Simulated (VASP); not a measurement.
# Mo (Pm-3m) in VASP: notebook

Mo is run at these levels: PBE; tasks: single point.

Program: VASP 6.6.1. These are calculated values, not measurements. Logs are shortened: lines on timing, memory, paths and dates and some standing lists are left out, and cuts for length are marked.

### 1 The cell of the first run

It takes space group Pm-3m (No. 221, cubic). The conventional cell has a = 2.579 Å, b = 2.579 Å, c = 2.579 Å, α = 90.00°, β = 90.00°, γ = 90.00°. Mo (site symmetry m-3m) has 6 Mo at 2.58 Å within 3.4 Å.

### 2 Single point, PBE

INCAR

```
  PREC = Accurate
  ENCUT = 520
  EDIFF = 1E-6
  ISMEAR = -1
  SIGMA = 0.1
  LREAL = F
  LASPH = T
  NELM = 80
  ALGO = Normal
  ISIF = 2
  LWAVE = F
  LCHARG = F
  GGA = PE
  NBANDS = 13
```

KPOINTS

```
regular mesh
0
Gamma
  17 17 17
```

POSCAR

```
Mo
1.0
    2.5794611014      0.0000000000      0.0000000000
    0.0000000000      2.5794611014      0.0000000000
    0.0000000000      0.0000000000      2.5794611014
Mo
1
Direct
    0.0000000000      0.0000000000      0.0000000000
```

Potentials or basis: VASP PAW PBE potentials, release 64 (Mo_sv).

Started as:

```bash
cat potpaw_PBE.64/Mo_sv/POTCAR > POTCAR
mpirun -np 1 vasp_std > vasp.out
```

OUTCAR:

```text
PREC = Accurate
   ENCUT = 520
   EDIFF = 1E-6
   ISMEAR = -1
   LREAL = F
   LASPH = T
   NELM = 80
   ISIF = 2
   GGA = PE

 ion  position               nearest neighbor table
   1  0.000  0.000  0.000-

  LATTYP: Found a simple cubic cell.
 ALAT       =     2.5794611014

  Lattice vectors:

 A1 = (   2.5794611014,   0.0000000000,   0.0000000000)
 A2 = (   0.0000000000,   2.5794611014,   0.0000000000)
 A3 = (   0.0000000000,   0.0000000000,   2.5794611014)

Analysis of symmetry for initial positions (statically):
=====================================================================
 Subroutine PRICEL returns:
 Original cell was already a primitive cell.

 Routine SETGRP: Setting up the symmetry group for a
 simple cubic supercell.

 Subroutine GETGRP returns: Found 48 space group operations
 (whereof 48 operations were pure point group operations)
 out of a pool of 48 trial point group operations.

The static configuration has the point symmetry O_h .

Analysis of symmetry for dynamics (positions and initial velocities):
=====================================================================
 Subroutine PRICEL returns:
 Original cell was already a primitive cell.

 Routine SETGRP: Setting up the symmetry group for a
 simple cubic supercell.

 Subroutine GETGRP returns: Found 48 space group operations
 (whereof 48 operations were pure point group operations)
 out of a pool of 48 trial point group operations.

The dynamic configuration has the point symmetry O_h .

 Subroutine INISYM returns: Found 48 space group operations
 (whereof 48 operations are pure point group operations),
 and found     1 'primitive' translations

----------------------------------------------------------------------------------------

                                     Primitive cell

  volume of cell :      17.1628

  direct lattice vectors                    reciprocal lattice vectors
     2.579461101  0.000000000  0.000000000     0.387677876  0.000000000  0.000000000
     0.000000000  2.579461101  0.000000000     0.000000000  0.387677876  0.000000000
     0.000000000  0.000000000  2.579461101     0.000000000  0.000000000  0.387677876

  length of vectors
     2.579461101  2.579461101  2.579461101     0.387677876  0.387677876  0.387677876

  position of ions in fractional coordinates (direct lattice)
     0.000000000  0.000000000  0.000000000

  ion indices of the primitive-cell ions
   primitive index   ion index
                 1           1

----------------------------------------------------------------------------------------

 KPOINTS: regular mesh

Automatic generation of k-mesh.
 Grid dimensions read from file:
 generate k-points for:   17   17   17

 Generating k-lattice:

  Cartesian coordinates                     Fractional coordinates (reciprocal lattice)
     0.022804581  0.000000000  0.000000000     0.058823529  0.000000000  0.000000000
     0.000000000  0.022804581  0.000000000     0.000000000  0.058823529  0.000000000
     0.000000000  0.000000000  0.022804581     0.000000000  0.000000000  0.058823529

  Length of vectors
     0.022804581  0.022804581  0.022804581

  Shift w.r.t. Gamma in fractional coordinates (k-lattice)
     0.000000000  0.000000000  0.000000000

 Subroutine IBZKPT returns following result:
 ===========================================

 Found    165 irreducible k-points:

 Following reciprocal coordinates:
            Coordinates               Weight
  0.000000  0.000000  0.000000      1.000000
  0.058824  0.000000  0.000000      6.000000
  0.117647  0.000000  0.000000      6.000000
  0.176471  0.000000  0.000000      6.000000
  0.235294  0.000000  0.000000      6.000000
  0.294118  0.000000  0.000000      6.000000
[... 16 lines left out ...]
  0.411765  0.117647  0.000000     24.000000
  0.470588  0.117647  0.000000     24.000000
 [... further k-points ...]
   k-points           NKPTS =    165   k-points in BZ     NKDIM =    165   number of bands    NBANDS=     13
   number of dos      NEDOS =    301   number of ions     NIONS =      1
   total plane-waves  NPLWV =   8000
   dimension x,y,z NGX =    20 NGY =   20 NGZ =   20
   dimension x,y,z NGXF=    40 NGYF=   40 NGZF=   40
   ions per type =               1
   NGX,Y,Z   is equivalent  to a cutoff of  12.89, 12.89, 12.89 a.u.
   NGXF,Y,Z  is equivalent  to a cutoff of  25.78, 25.78, 25.78 a.u.
 SYSTEM =  unknown system
   PREC   = accura    normal or accurate (medium, high low for compatibility)
   ISTART =      0    job   : 0-new  1-cont  2-samecut
   ICHARG =      2    charge: 1-file 2-atom 10-const
   ISPIN  =      1    spin polarized calculation?
   LNONCOLLINEAR =      F non collinear calculations
   LSORBIT =      F    spin-orbit coupling
   LASPH  =      T    aspherical Exc in radial PAW
   ENCUT  =  520.0 eV  38.22 Ry    6.18 a.u.   4.80  4.80  4.80*2*pi/ulx,y,z
   NELM   =     80;   NELMIN=  2; NELMDL= -5     # of ELM steps
   EDIFF  = 0.1E-05   stopping-criterion for ELM
   LREAL  =      F    real-space projection
   EDIFFG = 0.1E-04   stopping-criterion for IOM
   NSW    =      0    number of steps for IOM
   IBRION =     -1    ionic relax: 0-MD 1-quasi-New 2-CG
   NFREE  =      0    steps in history (QN), initial steepest desc. (CG)
   ISIF   =      2    stress and relaxation
   ISYM   =      2    0-nonsym 1-usesym 2-fastsym
   POTIM  = 0.5000    time-step for ionic-motion
   TEBEG  =    0.0;   TEEND  =   0.0 temperature during run
   PSTRESS=    0.0 pullay stress
   NELECT =      14.0000    total number of electrons
   NUPDOWN=      -1.0000    fix difference up-down
   EMIN   =  10.00;   EMAX   =-10.00  energy-range for DOS
   EFERMI =   0.00;   METHOD = LEGACY
   ISMEAR =    -1;   SIGMA  =   0.10  broadening in eV -4-tet -1-fermi 0-gaus
   EFERMI_NEDOS =   21; number of points for ismear=-14 and -15
   IALGO  =     38    algorithm
   IMIX   =      4    mixing-type and parameters
     AMIX     =   0.40;   BMIX     =  1.00
     AMIX_MAG =   1.60;   BMIX_MAG =  1.00
  volume/ion in A,a.u.               =      17.16       115.82
  Fermi-wavevector in a.u.,A,eV,Ry     =   1.529638  2.890596 31.834788  2.339791
  Thomas-Fermi vector in A             =   2.637231
   LORBIT       =      0    0 simple, 1 ext, 2 COOP (PROOUT), +10 PAW based schemes
   GGA     = PE    functional components
[... 5 lines left out ...]
 non-spin polarized calculation
  energy-cutoff  :      520.00
  volume of cell :       17.16
 maximum number of plane-waves:       472
 NGX is ok and might be reduce to    20
   NGX =  9   NGY =  9   NGZ =  9

 number of electron      13.9999993 magnetization

 Free energy of the ion-electron system (eV)
  ---------------------------------------------------
  ext. energy  EPLUGINS =         0.00000000
  ---------------------------------------------------
  free energy    TOTEN  =        -9.80109052 eV

  energy without entropy =       -9.77108634  energy(sigma->0) =       -9.78608843

 E-fermi :  11.0170     XC(G=0): -12.7241

 val. band max:       10.9953901982   @ k =   0.4118   0.2941   0.1176
 cond. band min:      11.0277054107   @ k =   0.4706   0.2941   0.1765
 fundamental gap:      0.0323152125
 Fermi energy:        11.0170171180

 k-point     1 :       0.0000    0.0000    0.0000
  band No.  band energies     occupation
      1     -50.0770      2.00000
      2     -23.2964      2.00000
      3     -23.2964      2.00000
      4     -23.2964      2.00000
      5       4.4830      2.00000
      6       6.7496      2.00000
      7       6.7496      2.00000
      8      14.9963      0.00000
      9      14.9963      0.00000
     10      14.9963      0.00000
     11      26.7248      0.00000
     12      26.7248      0.00000
     13      26.7248      0.00000

 k-point     2 :       0.0588    0.0000    0.0000
  band No.  band energies     occupation
      1     -50.0698      2.00000
      2     -23.3542      2.00000
      3     -23.2915      2.00000
      4     -23.2915      2.00000
      5       4.5923      2.00000
      6       6.7773      2.00000
      7       6.8732      2.00000
      8      14.8410      0.00000
      9      14.8410      0.00000
     10      15.0074      0.00000
     11      26.1555      0.00000
     12      26.9478      0.00000
     13      26.9478      0.00000

 k-point     3 :       0.1176    0.0000    0.0000
  band No.  band energies     occupation
      1     -50.0493      2.00000
      2     -23.5179      2.00000
      3     -23.2775      2.00000
      4     -23.2775      2.00000
      5       4.8931      2.00000
      6       6.8576      2.00000
      7       7.2496      2.00000
      8      14.4236      0.00000
      9      14.4236      0.00000
     10      15.0392      0.00000
     11      24.8779      0.00000
     12      27.5613      0.00000
     13      27.5613      0.00000
[... 305 lines left out ...]
 k-point    23 :       0.4118    0.1176    0.0000
  band No.  band energies     occupation
      1     -49.8507      2.00000
      2     -24.7378      2.00000
      3     -23.3701      2.00000
      4     -23.1425      2.00000
      5       7.5007      2.00000
      6       8.1351      2.00000
      7       9.6300      2.00000
      8      11.9497      0.00018
      9      12.9874      0.00000
     10      14.8183      0.00000
     11      20.4649      0.00000
     12      26.3388      0.00000
     13      29.5668      0.00000

 k-point    24 :       0.4706    0.1176    0.0000
  band No.  band energies     occupation
      1     -49.8361      2.00000
      2     -24.8350      2.00000
      3     -23.3594      2.00000
      4     -23.1327      2.00000
      5       7.7015      2.00000
      6       8.3377      2.00000
      7       9.3993      2.00000
      8      11.7808      0.00096
      9      13.2831      0.00000
     10      14.8460      0.00000
     11      20.3771      0.00000
     12      26.0474      0.00000
     13      29.9112      0.00000

 [... further k-points ...]

------------------------ aborting loop because EDIFF is reached ----------------------------------------

  FORCE on cell =-STRESS in cart. coord.  units (eV):
  Direction    XX          YY          ZZ          XY          YZ          ZX
  --------------------------------------------------------------------------------------
  -------------------------------------------------------------------------------------
  Total        0.5914976      0.5914976      0.5914976      0.0000000     -0.0000000      0.0000000
  in kB       55.2174847     55.2174847     55.2174847      0.0000000     -0.0000000      0.0000000
  external PRESSURE =      55.2174847 kB  Pullay stress =       0.0000000 kB

 VOLUME and BASIS-vectors are now :
 -----------------------------------------------------------------------------
  energy-cutoff  :      520.00
  volume of cell :       17.16
      direct lattice vectors                 reciprocal lattice vectors
     2.579461101  0.000000000  0.000000000     0.387677876  0.000000000  0.000000000
     0.000000000  2.579461101  0.000000000     0.000000000  0.387677876  0.000000000
     0.000000000  0.000000000  2.579461101     0.000000000  0.000000000  0.387677876

 POSITION                                       TOTAL-FORCE (eV/Angst)
 -----------------------------------------------------------------------------------
      0.00000      0.00000      0.00000         0.000000      0.000000      0.000000
 -----------------------------------------------------------------------------------
    total drift:                               -0.000000     -0.000000     -0.000000

  FREE ENERGIE OF THE ION-ELECTRON SYSTEM (eV)
  ---------------------------------------------------
  free  energy   TOTEN  =        -9.8010905213 eV

  energy  without entropy=       -9.7710863427  energy(sigma->0) =       -9.78608843
```

Wall time 33 s (1 thread of AMD EPYC 7R43 (Zen 3), shared host); peak memory 0.11 GiB.

What came out:

```
Free energy            : -9.8011 eV
Pressure               : 5.5 GPa
Band gap on the k mesh : zero (band 7 reaches 12.62 eV, above the bottom of band 8 at 10.08 eV)
```

### 3 Single point, PBE

This run uses another cell than the first one, of 17.59 Å³/atom, 1.025 times its volume.

INCAR

```
SYSTEM = Mo
PREC     = Accurate       ! precision mode
ENCUT    = 520            ! plane-wave cutoff, eV
EDIFF    = 1E-6           ! SCF threshold, eV
ISMEAR   = -1             ! smearing method
SIGMA    = 0.1            ! smearing width, eV
LREAL    = .FALSE.        ! projectors in reciprocal space
LASPH    = .TRUE.         ! aspherical terms in the spheres
NELM     = 100            ! most SCF steps
ALGO     = Normal         ! electronic algorithm
ISIF     = 2              ! what is computed and relaxed
LWAVE    = .FALSE.        ! write WAVECAR
LCHARG   = .FALSE.        ! write CHGCAR
GGA      = PE             ! functional
NBANDS   = 13             ! bands
```

KPOINTS

```
Automatic mesh
0
G
  17 17 17
  0 0 0
```

POSCAR

```
Mo
1.0
    2.6007846511      0.0000000000      0.0000000000
    0.0000000000      2.6007846511      0.0000000000
    0.0000000000      0.0000000000      2.6007846511
Mo
1
Direct
    0.0000000000      0.0000000000      0.0000000000
```

Potentials or basis: VASP PAW PBE potentials, release 64 (Mo_sv).

Started as:

```bash
cat potpaw_PBE.64/Mo_sv/POTCAR > POTCAR
mpirun -np 1 vasp_std > vasp.out
```

Run time: 34 s. Hardware: 1 thread of AMD EPYC 7R43 (Zen 3), shared host; peak memory 0.11 GiB.

It converged, with:

| Item | Value |
| --- | --- |
| Free energy | -9.8092 eV |
| Pressure | 0.5 GPa |
| Band gap on the k mesh | zero (band 7 reaches 12.21 eV, above the bottom of band 8 at 9.78 eV) |

Levels at points of the mesh, in eV from the Fermi level:
```tsv
k point	band 4	band 5	band 6	band 7	band 8	band 9	band 10	band 11
(0.00, 0.00, 0.00)	-34.36	-6.46	-4.14	-4.14	3.84	3.84	3.84	15.49
```
